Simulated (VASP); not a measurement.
# TiH (P6_3/mmc) in VASP: single point with LDA

Aim: the single point of TiH with LDA.

Everything below comes from runs of VASP 6.6.1. Logs are shortened: lines on timing, memory, paths and dates and some standing lists are left out, and cuts for length are marked.

**1. The cell of the first run**

It takes space group P6_3/mmc (No. 194, hexagonal). The conventional cell has a = 2.878 Å, b = 2.878 Å, c = 5.263 Å, α = 90.00°, β = 90.00°, γ = 120.00°. Ti (site symmetry -3m) has 6 H at 2.12 Å and 8 Ti at 2.63 to 2.88 Å within 2.9 Å. H (site symmetry -6m2) has 6 Ti at 2.12 Å and 6 H at 2.88 Å within 2.9 Å.

**2. Single point, LDA**

INCAR reads:

```
SYSTEM = TiH
ALGO = Normal
EDIFF = 1E-6
ENCUT = 520
ISIF = 2
ISMEAR = -1
LASPH = .True.
LCHARG = .True.
LELF = .True.
LREAL = .False.
LVHAR = .True.
LWAVE = .False.
NBANDS = 21
NELM = 100
PREC = Accurate
SIGMA = 0.1
```

KPOINTS reads:

```
k-points
0
Gamma
  10 10 5
  0 0 0
```

POSCAR reads:

```
TiH
1.0
    2.8775820000      0.0000000000      0.0000000000
   -1.4387910000      2.4920591135      0.0000000000
    0.0000000000      0.0000000000      5.2632940000
Ti H
2 2
Direct
    0.0000000000      0.0000000000      0.0000000000
    0.0000000000      0.0000000000      0.5000000000
    0.6666670000      0.3333330000      0.7500000000
    0.3333330000      0.6666670000      0.2500000000
```

Potentials or basis: VASP PAW LDA potentials, release 64 (Ti_sv, H).

Run with:

```sh
$ cat potpaw_LDA.64/Ti_sv/POTCAR potpaw_LDA.64/H/POTCAR > POTCAR
$ mpirun -np 1 vasp_std > vasp.out
```

OUTCAR:

```text
SYSTEM = TiH
   EDIFF = 1E-6
   ENCUT = 520
   ISIF = 2
   ISMEAR = -1
   LASPH = .True.
   LREAL = .False.
   NELM = 100
   PREC = Accurate

 ion  position               nearest neighbor table
   1  0.000  0.000  0.000-   2 2.63   2 2.63
   2  0.000  0.000  0.500-   1 2.63   1 2.63
   3  0.667  0.333  0.750-
   4  0.333  0.667  0.250-

  LATTYP: Found a hexagonal cell.
 ALAT       =     2.8775820000
 C/A-ratio  =     1.8290682941

  Lattice vectors:

 A1 = (   2.8775820000,   0.0000000000,   0.0000000000)
 A2 = (  -1.4387910000,   2.4920591135,   0.0000000000)
 A3 = (   0.0000000000,   0.0000000000,   5.2632940000)

Analysis of symmetry for initial positions (statically):
=====================================================================
 Subroutine PRICEL returns:
 Original cell was already a primitive cell.

 Routine SETGRP: Setting up the symmetry group for a
 hexagonal supercell.

 Subroutine GETGRP returns: Found 24 space group operations
 (whereof 12 operations were pure point group operations)
 out of a pool of 24 trial point group operations.

The static configuration has the point symmetry D_3d.
 The point group associated with its full space group is D_6h.

Analysis of symmetry for dynamics (positions and initial velocities):
=====================================================================
 Subroutine PRICEL returns:
 Original cell was already a primitive cell.

 Routine SETGRP: Setting up the symmetry group for a
 hexagonal supercell.

 Subroutine GETGRP returns: Found 24 space group operations
 (whereof 12 operations were pure point group operations)
 out of a pool of 24 trial point group operations.

The dynamic configuration has the point symmetry D_3d.
 The point group associated with its full space group is D_6h.

 Subroutine INISYM returns: Found 24 space group operations
 (whereof 12 operations are pure point group operations),
 and found     1 'primitive' translations

----------------------------------------------------------------------------------------

                                     Primitive cell

  volume of cell :      37.7436

  direct lattice vectors                    reciprocal lattice vectors
     2.877582000  0.000000000  0.000000000     0.347513989  0.200637295  0.000000000
    -1.438791000  2.492059113  0.000000000     0.000000000  0.401274590  0.000000000
     0.000000000  0.000000000  5.263294000     0.000000000  0.000000000  0.189995087

  length of vectors
     2.877582000  2.877582000  5.263294000     0.401274590  0.401274590  0.189995087

  position of ions in fractional coordinates (direct lattice)
     0.000000000  0.000000000  0.000000000
     0.000000000  0.000000000  0.500000000
     0.666667000  0.333333000  0.750000000
     0.333333000  0.666667000  0.250000000

  ion indices of the primitive-cell ions
   primitive index   ion index
                 1           1
                 2           2
                 3           3
                 4           4

----------------------------------------------------------------------------------------

 KPOINTS: k-points

Automatic generation of k-mesh.
 Grid dimensions read from file:
 generate k-points for:   10   10    5

 Generating k-lattice:

  Cartesian coordinates                     Fractional coordinates (reciprocal lattice)
     0.034751399  0.020063730  0.000000000     0.100000000  0.000000000  0.000000000
     0.000000000  0.040127459  0.000000000     0.000000000  0.100000000  0.000000000
     0.000000000  0.000000000  0.037999017     0.000000000  0.000000000  0.200000000

  Length of vectors
     0.040127459  0.040127459  0.037999017

  Shift w.r.t. Gamma in fractional coordinates (k-lattice)
     0.000000000  0.000000000  0.000000000

 Subroutine IBZKPT returns following result:
 ===========================================

 Found     42 irreducible k-points:

 Following reciprocal coordinates:
            Coordinates               Weight
  0.000000  0.000000  0.000000      1.000000
  0.100000  0.000000  0.000000      6.000000
  0.200000  0.000000  0.000000      6.000000
  0.300000 -0.000000  0.000000      6.000000
  0.400000 -0.000000  0.000000      6.000000
  0.500000  0.000000  0.000000      3.000000
[... 16 lines left out ...]
  0.300000  0.100000  0.200000     24.000000
  0.400000  0.100000  0.200000     24.000000
 [... further k-points ...]
   k-points           NKPTS =     42   k-points in BZ     NKDIM =     42   number of bands    NBANDS=     21
   number of dos      NEDOS =    301   number of ions     NIONS =      4
   total plane-waves  NPLWV =  23040
   dimension x,y,z NGX =    24 NGY =   24 NGZ =   40
   dimension x,y,z NGXF=    48 NGYF=   48 NGZF=   80
   ions per type =               2   2
   NGX,Y,Z   is equivalent  to a cutoff of  13.87, 13.87, 12.63 a.u.
   NGXF,Y,Z  is equivalent  to a cutoff of  27.73, 27.73, 25.27 a.u.
 SYSTEM =  TiH
   PREC   = accura    normal or accurate (medium, high low for compatibility)
   ISTART =      0    job   : 0-new  1-cont  2-samecut
   ICHARG =      2    charge: 1-file 2-atom 10-const
   ISPIN  =      1    spin polarized calculation?
   LNONCOLLINEAR =      F non collinear calculations
   LSORBIT =      F    spin-orbit coupling
   LASPH  =      T    aspherical Exc in radial PAW
   ENCUT  =  520.0 eV  38.22 Ry    6.18 a.u.   5.35  5.35  9.79*2*pi/ulx,y,z
   NELM   =    100;   NELMIN=  2; NELMDL= -5     # of ELM steps
   EDIFF  = 0.1E-05   stopping-criterion for ELM
   LREAL  =      F    real-space projection
   EDIFFG = 0.1E-04   stopping-criterion for IOM
   NSW    =      0    number of steps for IOM
   IBRION =     -1    ionic relax: 0-MD 1-quasi-New 2-CG
   NFREE  =      0    steps in history (QN), initial steepest desc. (CG)
   ISIF   =      2    stress and relaxation
   ISYM   =      2    0-nonsym 1-usesym 2-fastsym
   POTIM  = 0.5000    time-step for ionic-motion
   TEBEG  =    0.0;   TEEND  =   0.0 temperature during run
   PSTRESS=    0.0 pullay stress
   NELECT =      26.0000    total number of electrons
   NUPDOWN=      -1.0000    fix difference up-down
   EMIN   =  10.00;   EMAX   =-10.00  energy-range for DOS
   EFERMI =   0.00;   METHOD = LEGACY
   ISMEAR =    -1;   SIGMA  =   0.10  broadening in eV -4-tet -1-fermi 0-gaus
   EFERMI_NEDOS =   21; number of points for ismear=-14 and -15
   IALGO  =     38    algorithm
   IMIX   =      4    mixing-type and parameters
     AMIX     =   0.40;   BMIX     =  1.00
     AMIX_MAG =   1.60;   BMIX_MAG =  1.00
  volume/ion in A,a.u.               =       9.44        63.68
  Fermi-wavevector in a.u.,A,eV,Ry     =   1.445833  2.732228 28.442058  2.090432
  Thomas-Fermi vector in A             =   2.563970
   LORBIT       =      0    0 simple, 1 ext, 2 COOP (PROOUT), +10 PAW based schemes
   GGA     = CA    functional components
   LHFCALC =     F    Hartree Fock is set to
   AEXX    =    0.0000 exact exchange contribution
   IVDW    =     0    specifies the selected vdW correction
   LEPSILON=     F    determine dielectric tensor
   LRPA    =     F    only Hartree local field effects (RPA)
 non-spin polarized calculation
  energy-cutoff  :      520.00
  volume of cell :       37.74
 maximum number of plane-waves:      1051
 NGX is ok and might be reduce to    24
   NGX = 11   NGY = 11   NGZ = 19

 number of electron      25.9999993 magnetization

 Free energy of the ion-electron system (eV)
  ---------------------------------------------------
  ext. energy  EPLUGINS =         0.00000000
  ---------------------------------------------------
  free energy    TOTEN  =       -25.07238395 eV

  energy without entropy =      -24.97094850  energy(sigma->0) =      -25.02166623

 E-fermi :   8.4198     XC(G=0): -11.9801

 val. band max:        8.3955406112   @ k =   0.2000   0.2000   0.2000
 cond. band min:       8.4222165373   @ k =   0.3000   0.1000   0.4000
 fundamental gap:      0.0266759262
 Fermi energy:         8.4197819943

 k-point     1 :       0.0000    0.0000    0.0000
  band No.  band energies     occupation
      1     -47.7580      2.00000
      2     -47.6191      2.00000
      3     -24.8650      2.00000
      4     -24.0803      2.00000
      5     -24.0803      2.00000
      6     -23.9924      2.00000
[... 13 lines left out ...]
     20      11.7512      0.00000
     21      15.1077      0.00000

 k-point     2 :       0.1000    0.0000    0.0000
  band No.  band energies     occupation
      1     -47.7481      2.00000
      2     -47.6099      2.00000
      3     -24.8512      2.00000
      4     -24.1436      2.00000
      5     -24.0941      2.00000
      6     -24.0486      2.00000
[... 13 lines left out ...]
     20      11.7198      0.00000
     21      15.0886      0.00000

 k-point     3 :       0.2000    0.0000    0.0000
  band No.  band energies     occupation
      1     -47.7221      2.00000
      2     -47.5858      2.00000
      3     -24.8152      2.00000
      4     -24.3070      2.00000
      5     -24.1942      2.00000
      6     -24.1301      2.00000
[... 13 lines left out ...]
     20      11.6389      0.00000
     21      15.0097      0.00000
[... 457 lines left out ...]
 k-point    23 :       0.3000    0.1000    0.2000
  band No.  band energies     occupation
      1     -47.6590      2.00000
      2     -47.5518      2.00000
      3     -24.6646      2.00000
      4     -24.5727      2.00000
      5     -24.4578      2.00000
      6     -24.2176      2.00000
[... 13 lines left out ...]
     20      11.8087      0.00000
     21      14.6042      0.00000

 k-point    24 :       0.4000    0.1000    0.2000
  band No.  band energies     occupation
      1     -47.6409      2.00000
      2     -47.5348      2.00000
      3     -24.6731      2.00000
      4     -24.6391      2.00000
      5     -24.5495      2.00000
      6     -24.2492      2.00000
[... 13 lines left out ...]
     20      12.7697      0.00000
     21      13.9717      0.00000

 [... further k-points ...]

------------------------ aborting loop because EDIFF is reached ----------------------------------------

  FORCE on cell =-STRESS in cart. coord.  units (eV):
  Direction    XX          YY          ZZ          XY          YZ          ZX
  --------------------------------------------------------------------------------------
  -------------------------------------------------------------------------------------
  Total       -2.1115233     -2.1115233     -1.9290127      0.0000000     -0.0000000      0.0000000
  in kB      -89.6319360    -89.6319360    -81.8845532      0.0000000     -0.0000000      0.0000000
  external PRESSURE =     -87.0494750 kB  Pullay stress =       0.0000000 kB

 VOLUME and BASIS-vectors are now :
 -----------------------------------------------------------------------------
  energy-cutoff  :      520.00
  volume of cell :       37.74
      direct lattice vectors                 reciprocal lattice vectors
     2.877582000  0.000000000  0.000000000     0.347513989  0.200637295  0.000000000
    -1.438791000  2.492059113  0.000000000     0.000000000  0.401274590  0.000000000
     0.000000000  0.000000000  5.263294000     0.000000000  0.000000000  0.189995087

 POSITION                                       TOTAL-FORCE (eV/Angst)
 -----------------------------------------------------------------------------------
      0.00000      0.00000      0.00000         0.000000      0.000000      0.000000
      0.00000      0.00000      2.63165         0.000000      0.000000      0.000000
      1.43879      0.83069      3.94747        -0.000000      0.000000     -0.000000
     -0.00000      1.66137      1.31582         0.000000      0.000000     -0.000000
 -----------------------------------------------------------------------------------
    total drift:                                0.000000     -0.000000     -0.000000

  FREE ENERGIE OF THE ION-ELECTRON SYSTEM (eV)
  ---------------------------------------------------
  free  energy   TOTEN  =       -25.0723839490 eV

  energy  without entropy=      -24.9709485026  energy(sigma->0) =      -25.02166623
```

It took 44 s on 1 thread of Intel Xeon 8259CL, shared host; peak memory 0.16 GiB.

What came out:

```yaml
Free_energy: -25.0724 eV
Pressure: -8.7 GPa
Band_gap_on_the_k_mesh: zero (bands 13 and 14 overlap by 1.11 eV)
```

Stress tensor (GPa, compression positive):
```
-8.96  0.00  0.00
 0.00 -8.96  0.00
 0.00  0.00 -8.19
```

Caveat: the cell stands under tension.

The gap in the log of VASP goes by the Fermi energy; the results here count the filled bands.